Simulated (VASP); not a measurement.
# Al2Co (P6/mmm) in VASP: notebook

Al2Co is run at these levels: PBE; tasks: single point.

Everything below comes from runs of VASP 6.6.1. Logs are shortened: lines on timing, memory, paths and dates and some standing lists are left out, and cuts for length are marked.

**1. The cell of the first run**

Symmetry: P6/mmm, No. 191, hexagonal system. Conventional cell: a = 4.192 Å, b = 4.192 Å, c = 2.622 Å, α = 90.00°, β = 90.00°, γ = 120.00°. Within 3.2 Å of Al (site symmetry -6m2) lie 5 Al at 2.42 to 2.62 Å and 6 Co at 2.75 Å. Co (site symmetry 6/mmm) has 2 Co at 2.62 Å and 12 Al at 2.75 Å within 3.5 Å.

**2. Single point, PBE, collinear spin, ferromagnetic start**

The input, INCAR:

```
PREC = Accurate
ENCUT = 520
EDIFF = 1E-7
ISMEAR = 0
SIGMA = 0.1
LREAL = F
LASPH = T
NELM = 150
ALGO = Normal
ISIF = 2
LWAVE = F
LCHARG = T
ISPIN = 2
MAGMOM = 0 0 3
LORBIT = 11
LMAXMIX = 4
GGA = PE
LELF = T
LVHAR = T
NBANDS = 18
```

The input, KPOINTS:

```
Automatic mesh
0
Gamma
  6 6 6
```

The input, POSCAR:

```
Al2Co
1.0
    4.1922177781      0.0000000033      0.0000000000
   -2.0961088919      3.6305670924      0.0000000000
    0.0000000000      0.0000000000      2.6218026687
Al Co
2 1
Direct
    0.3333333333      0.6666666667      0.5000000000
    0.6666666667      0.3333333333      0.5000000000
    0.0000000000      0.0000000000      0.0000000000
```

Potentials or basis: VASP PAW PBE potentials, release 64 (Al, Co).

Command:

```
$ cat potpaw_PBE.64/Al/POTCAR potpaw_PBE.64/Co/POTCAR > POTCAR
$ mpirun -np 1 vasp_std > vasp.out
```

OUTCAR:

```text
PREC = Accurate
   ENCUT = 520
   EDIFF = 1E-7
   ISMEAR = 0
   LREAL = F
   LASPH = T
   NELM = 150
   ISIF = 2
   ISPIN = 2
   LORBIT = 11
   GGA = PE

 ion  position               nearest neighbor table
   1  0.333  0.667  0.500-   2 2.42   2 2.42   2 2.42   3 2.75   3 2.75   3 2.75   3 2.75   3 2.75
                             3 2.75
   2  0.667  0.333  0.500-   1 2.42   1 2.42   1 2.42   3 2.75   3 2.75   3 2.75   3 2.75   3 2.75
                             3 2.75
   3  0.000  0.000  0.000-   1 2.75   2 2.75   1 2.75   2 2.75   2 2.75   2 2.75   1 2.75   1 2.75
                             2 2.75   2 2.75   1 2.75   1 2.75

  LATTYP: Found a hexagonal cell.
 ALAT       =     4.1922177781
 C/A-ratio  =     0.6253975360

  Lattice vectors:

 A1 = (   4.1922177781,   0.0000000033,   0.0000000000)
 A2 = (  -2.0961088919,   3.6305670924,   0.0000000000)
 A3 = (   0.0000000000,   0.0000000000,   2.6218026687)

Analysis of symmetry for initial positions (statically):
=====================================================================
 Subroutine PRICEL returns:
 Original cell was already a primitive cell.

 Routine SETGRP: Setting up the symmetry group for a
 hexagonal supercell.

 Subroutine GETGRP returns: Found 24 space group operations
 (whereof 24 operations were pure point group operations)
 out of a pool of 24 trial point group operations.

The static configuration has the point symmetry D_6h.

Analysis of symmetry for dynamics (positions and initial velocities):
=====================================================================
 Subroutine PRICEL returns:
 Original cell was already a primitive cell.

 Routine SETGRP: Setting up the symmetry group for a
 hexagonal supercell.

 Subroutine GETGRP returns: Found 24 space group operations
 (whereof 24 operations were pure point group operations)
 out of a pool of 24 trial point group operations.

The dynamic configuration has the point symmetry D_6h.

Analysis of structural, dynamic, and magnetic symmetry:
=====================================================================
 Subroutine PRICEL returns:
 Original cell was already a primitive cell.

 Routine SETGRP: Setting up the symmetry group for a
 hexagonal supercell.

 Subroutine GETGRP returns: Found 24 space group operations
 (whereof 24 operations were pure point group operations)
 out of a pool of 24 trial point group operations.

The overall configuration has the point symmetry D_6h.

 Subroutine INISYM returns: Found 24 space group operations
 (whereof 24 operations are pure point group operations),
 and found     1 'primitive' translations

----------------------------------------------------------------------------------------
[... 120 lines left out ...]
   GGA     = PE    functional components
   LHFCALC =     F    Hartree Fock is set to
   AEXX    =    0.0000 exact exchange contribution
   IVDW    =     0    specifies the selected vdW correction
   LEPSILON=     F    determine dielectric tensor
   LRPA    =     F    only Hartree local field effects (RPA)
 spin polarized calculation
 Gauss-broadening in eV      SIGMA  =   0.10
  energy-cutoff  :      520.00
  volume of cell :       39.90
 maximum number of plane-waves:      1095
 NGX is ok and might be reduce to    32
   NGX = 15   NGY = 15   NGZ =  9

 number of electron      15.0000003 magnetization       0.0006036

 number of electron      15.0000003 magnetization      -0.0000098

 Free energy of the ion-electron system (eV)
  ---------------------------------------------------
  ext. energy  EPLUGINS =         0.00000000
  ---------------------------------------------------
  free energy    TOTEN  =       -14.61453135 eV

  energy without entropy =      -14.61084023  energy(sigma->0) =      -14.61268579

 E-fermi :   9.6766     XC(G=0): -11.4109

 val. band max:        9.6756642375   @ k =   0.1667   0.1667   0.3333
 cond. band min:       9.8250267306   @ k =   0.5000   0.0000   0.3333
 fundamental gap:      0.1493624932
 Fermi energy:         9.6765702849

 spin component 1

 k-point     1 :       0.0000    0.0000    0.0000
  band No.  band energies     occupation
      1      -1.8256      1.00000
      2       6.0025      1.00000
      3       6.0025      1.00000
      4       7.0793      1.00000
      5       9.0604      1.00000
      6       9.0604      1.00000
[... 493 lines left out ...]
     17      21.1070      0.00000
     18      23.1643      0.00000

 [... further k-points ...]

 spin component 2

 k-point     1 :       0.0000    0.0000    0.0000
  band No.  band energies     occupation
      1      -1.8256      1.00000
      2       6.0025      1.00000
      3       6.0025      1.00000
      4       7.0794      1.00000
      5       9.0604      1.00000
      6       9.0604      1.00000
[... 493 lines left out ...]
     17      21.1070      0.00000
     18      23.1643      0.00000

 [... further k-points ...]
[... 5 lines left out ...]
  --------------------------------------------------------------------------------------
  -------------------------------------------------------------------------------------
  Total        0.0297782      0.0297782      0.0491489      0.0000000      0.0000000     -0.0000000
  in kB        1.1956137      1.1956137      1.9733596      0.0000000      0.0000000     -0.0000000
  external PRESSURE =       1.4548623 kB  Pullay stress =       0.0000000 kB

 VOLUME and BASIS-vectors are now :
 -----------------------------------------------------------------------------
  energy-cutoff  :      520.00
  volume of cell :       39.90
      direct lattice vectors                 reciprocal lattice vectors
     4.192217778  0.000000003  0.000000000     0.238537226  0.137719532  0.000000000
    -2.096108892  3.630567092  0.000000000    -0.000000000  0.275439063  0.000000000
     0.000000000  0.000000000  2.621802669     0.000000000  0.000000000  0.381416959

 POSITION                                       TOTAL-FORCE (eV/Angst)
 -----------------------------------------------------------------------------------
     -0.00000      2.42038      1.31090         0.000000     -0.000000      0.000000
      2.09611      1.21019      1.31090        -0.000000      0.000000     -0.000000
      0.00000      0.00000      0.00000         0.000000      0.000000     -0.000000
 -----------------------------------------------------------------------------------
    total drift:                                0.000000     -0.000000      0.000000

  FREE ENERGIE OF THE ION-ELECTRON SYSTEM (eV)
  ---------------------------------------------------
  free  energy   TOTEN  =       -14.6145313531 eV

  energy  without entropy=      -14.6108402254  energy(sigma->0) =      -14.61268579

 total charge

# of ion       s       p       d       tot
------------------------------------------
    1        0.406   0.424   0.000   0.830
    2        0.406   0.424   0.000   0.830
    3        0.376   0.407   7.401   8.185
--------------------------------------------------
tot          1.188   1.255   7.401   9.844

 magnetization (x)

# of ion       s       p       d       tot
------------------------------------------
    1       -0.000  -0.000   0.000  -0.000
    2       -0.000  -0.000   0.000  -0.000
    3       -0.000   0.000  -0.000  -0.000
--------------------------------------------------
tot         -0.000  -0.000  -0.000  -0.000
```

OSZICAR:

```text
N       E                     dE             d eps       ncg     rms          rms(c)
DAV:   1     0.467475949384E+02    0.46748E+02   -0.60366E+03  2024   0.799E+02
DAV:   2    -0.137551461345E+02   -0.60503E+02   -0.52315E+02  2134   0.157E+02
DAV:   3    -0.164397474788E+02   -0.26846E+01   -0.26073E+01  2532   0.370E+01
DAV:   4    -0.164895105807E+02   -0.49763E-01   -0.49677E-01  2524   0.435E+00
DAV:   5    -0.164912464212E+02   -0.17358E-02   -0.17356E-02  2556   0.921E-01    0.157E+01
DAV:   6    -0.288959136604E+02   -0.12405E+02   -0.68046E+01  2276   0.119E+02    0.370E+01
DAV:   7    -0.150176683214E+02    0.13878E+02   -0.23498E+01  2514   0.751E+01    0.817E+00
DAV:   8    -0.145806533973E+02    0.43701E+00   -0.18053E+00  2698   0.156E+01    0.295E+00
DAV:   9    -0.146080631290E+02   -0.27410E-01   -0.27709E-01  2854   0.546E+00    0.150E+00
DAV:  10    -0.146147973670E+02   -0.67342E-02   -0.17349E-02  2812   0.139E+00    0.324E-01
DAV:  11    -0.146146440912E+02    0.15328E-03   -0.23078E-03  2626   0.565E-01    0.201E-01
DAV:  12    -0.146142622053E+02    0.38189E-03   -0.99096E-04  2482   0.386E-01    0.152E-01
DAV:  13    -0.146145308369E+02   -0.26863E-03   -0.32242E-04  2418   0.223E-01    0.419E-02
DAV:  14    -0.146145347771E+02   -0.39402E-05   -0.20720E-05  2992   0.463E-02    0.248E-02
DAV:  15    -0.146145319606E+02    0.28166E-05   -0.29328E-06  2854   0.149E-02    0.127E-02
DAV:  16    -0.146145313070E+02    0.65359E-06   -0.85822E-07  2752   0.105E-02    0.551E-03
DAV:  17    -0.146145313531E+02   -0.46106E-07   -0.14919E-07  1194   0.483E-03
   1 F= -.14614531E+02 E0= -.14612686E+02  d E =-.369113E-02  mag=    -0.0000
```

It took 24 s on 1 thread of Intel Xeon Platinum 8488C (Sapphire Rapids), shared host; peak memory 0.18 GiB.

What came out:

| Property | Result |
| --- | --- |
| Free energy | -14.6145 eV |
| Pressure | 0.1 GPa |
| Net moment | 0.00 μB per cell |
| Valence electrons inside the program's atomic spheres | Al 0.83; Co 8.19 |

Stress tensor (GPa, compression positive):
```
0.12 0.00 0.00
0.00 0.12 0.00
0.00 0.00 0.20
```

Caveat: the k points lie up to 0.40 Å⁻¹ apart; the starting moments collapsed, and a magnetic state may lie lower.

**3. Single point, PBE, collinear spin, ferromagnetic start**

This run uses another cell than the first one, of 13.99 Å³/atom, 1.052 times its volume.

The input, INCAR:

```
PREC     = Accurate       # precision mode
ENCUT    = 520            # plane-wave cutoff, eV
EDIFF    = 1E-6           # SCF threshold, eV
ISMEAR   = 0              # smearing method
SIGMA    = 0.1            # smearing width, eV
LREAL    = F              # projectors in reciprocal space
LASPH    = T              # aspherical terms in the spheres
NELM     = 150            # most SCF steps
ALGO     = Fast           # electronic algorithm
ISIF     = 2              # what is computed and relaxed
LWAVE    = F              # write WAVECAR
LCHARG   = F              # write CHGCAR
ISPIN    = 2              # spin polarisation
MAGMOM   = 0 0 3          # initial moments
LORBIT   = 11             # projections on sites
LMAXMIX  = 4              # l up to which the mixer works
GGA      = PE             # functional
NBANDS   = 18             # bands
```

KPOINTS is that of step 2.

The input, POSCAR:

```
Al2Co
1.0
    3.7142229900      0.0000000000      0.0000000000
   -1.8571115000      3.2166114700      0.0000000000
    0.0000000000      0.0000000000      3.5122667800
Al Co
2 1
Direct
    0.3333333300      0.6666666700      0.5000000000
    0.6666666700      0.3333333300      0.5000000000
    0.0000000000      0.0000000000      0.0000000000
```

Potentials or basis: VASP PAW PBE potentials, release 64 (Al, Co).

Command:

```
$ cat potpaw_PBE.64/Al/POTCAR potpaw_PBE.64/Co/POTCAR > POTCAR
$ mpirun -np 1 vasp_std > vasp.out
```

Wall time 34 s (1 thread of Intel Xeon Platinum 8488C (Sapphire Rapids), shared host); peak memory 0.18 GiB.

The run converged. Its results:

| Quantity | Value |
| --- | --- |
| Free energy | -11.2799 eV |
| Pressure | 22.5 GPa |
| Net moment | 0.44 μB per cell |
| Site moments | Al +0.01; Co +0.43 μB |
| Valence electrons inside the program's atomic spheres | Al 0.98; Co 8.05 |

Stress tensor (GPa, compression positive):
```
 48.06   0.00   0.00
  0.00  48.06   0.00
  0.00   0.00 -28.58
```

Levels at points of the mesh, in eV from the Fermi level:
Spin up:
```tsv
k point	band 6	band 7	band 8	band 9	band 10	band 11
(0.00, 0.00, 0.00)	-1.31	0.15	2.10	2.10	2.43	2.43
(0.50, 0.00, 0.00)	-1.45	-0.96	-0.75	2.54	3.74	4.70
(0.00, 0.00, 0.50)	-1.51	-0.74	1.55	1.55	5.68	5.68
(0.50, 0.00, 0.50)	-0.91	-0.74	-0.26	0.01	1.67	2.47
```
Spin down:
```
           k point  band 5  band 6  band 7  band 8  band 9  band 10
(0.00, 0.00, 0.00)   -0.79   -0.79    0.15    2.27    2.27     2.46
(0.50, 0.00, 0.00)   -1.64   -0.95   -0.58   -0.46    2.69     3.76
(0.00, 0.00, 0.50)   -1.18   -1.18   -0.50    1.58    1.58     5.82
(0.50, 0.00, 0.50)   -2.56   -0.52   -0.49    0.01    0.52     1.95
```

**4. Single point, PBE**

The input, INCAR:

```
ALGO = Fast
EDIFF = 1E-7
ENCUT = 520
GGA = PE
ISIF = 2
ISMEAR = 0
LASPH = True
LCHARG = True
LELF = True
LREAL = False
LVHAR = True
LWAVE = False
NBANDS = 14
NELM = 60
PREC = Accurate
SIGMA = 0.1
```

The input, KPOINTS:

```
k-points
0
Gamma
  12 12 18
```

The input, POSCAR:

```
Al2Co
1.0
    4.1921935553      0.0000000000      0.0000000000
   -2.0960967777      3.6305461165      0.0000000000
    0.0000000000      0.0000000000      2.6207889916
Al Co
2 1
Direct
    0.3333333333      0.6666666667      0.5000000000
    0.6666666667      0.3333333333      0.5000000000
    0.0000000000      0.0000000000      0.0000000000
```

Command:

```
$ cat potpaw_PBE.64/Al/POTCAR potpaw_PBE.64/Co/POTCAR > POTCAR
$ mpirun -np 1 vasp_std > vasp.out
```

Wall time 79 s (1 thread of Intel Xeon Platinum 8488C (Sapphire Rapids), shared host); peak memory 0.23 GiB.

It converged, with:

| Quantity | Value |
| --- | --- |
| Free energy | -14.6113 eV |
| Pressure | 0.1 GPa |

Stress tensor (GPa, compression positive):
```
0.05 0.00 0.00
0.00 0.05 0.00
0.00 0.00 0.20
```

Levels at points of the mesh, in eV from the Fermi level:
```tsv
k point	band 4	band 5	band 6	band 7	band 8	band 9	band 10	band 11	band 12	band 13
(0.00, 0.00, 0.00)	-2.56	-0.57	-0.57	-0.17	-0.15	-0.15	1.32	1.32	4.58	8.79
(0.50, 0.00, 0.00)	-3.60	-1.77	-1.61	-0.65	-0.59	0.92	6.60	7.08	7.76	8.98
(0.00, 0.00, 0.50)	-2.52	-1.70	-1.70	0.55	1.96	1.96	2.86	5.90	5.90	6.18
(0.50, 0.00, 0.50)	-3.44	-3.02	-1.16	-1.13	0.48	1.02	2.27	2.57	2.97	4.72
```

Spin polarisation is off, so any magnetic state and its effect on volume and gap are missing.
